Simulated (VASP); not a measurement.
A run of VASP 6.6.1 is set up as follows.

The input INCAR:

```
PREC = Accurate
ENCUT = 520
EDIFF = 1E-6
ISMEAR = 0
SIGMA = 0.01
LREAL = F
LASPH = T
NELM = 80
ALGO = Fast
ISIF = 2
LWAVE = F
LCHARG = F
NBANDS = 10
```

Contents of KPOINTS:

```
Automatic mesh
0
Gamma
  9 9 9
```

Contents of POSCAR:

```
Na
1.0
   -2.1026026445      2.1240152842      2.0759290811
    2.1809305264     -2.0754683927      2.1057100717
    2.1078487708      2.0807155055     -2.0273821897
Na
1
Direct
    0.0000000000      0.0000000000      0.0000000000
```

Potentials or basis: VASP PAW LDA potentials, release 64 (Na_pv).

Launch:

```bash
$ cat potpaw_LDA.64/Na_pv/POTCAR > POTCAR
$ mpirun -np 1 vasp_std > vasp.out
```

Q: Estimate the pressure.

A: -1.1 GPa.

Stress tensor (GPa, compression positive):
```
-1.11 -0.04 -0.22
-0.04 -0.99 -0.17
-0.22 -0.17 -1.12
```
